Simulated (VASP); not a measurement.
Crystal: MgS.

```xyz
2
Lattice="0.0000 2.8309 2.7743 2.8309 0.0000 2.7743 2.8309 2.8309 0.0000" Properties=species:S:1:pos:R:3 pbc="T T T"
Mg    0.0000    0.0000    0.0000
S     1.4154    1.4154    1.3871
```

This cell differs from its parent crystal: uniaxial z strain -2.0%.

Base run:

* Program: VASP 6.6.1
* Functional: r2SCAN
* Potentials or basis: VASP PAW PBE potentials, release 64 (Mg, S)
* Cutoff: 520 eV
* k mesh: 8 × 8 × 8
* Occupations: gaussian, width 0.01 eV
* Spin: no spin polarisation

Its results: band gap on the k mesh 4.20 eV, direct; pressure 1.0 GPa.

Question: The run is repeated on the same cell with these changes: functional from r2SCAN to HSE06; k mesh from 8 × 8 × 8 to 6 × 6 × 6. What comes out?

Answer: Band gap on the k mesh 4.58 eV, direct; pressure 1.1 GPa.

Several settings changed at once, so the effect can't be laid on one alone.

Caveats: the PAW data sets were made with another functional, which shifts forces and pressure a little.

A k mesh can miss the band edges.
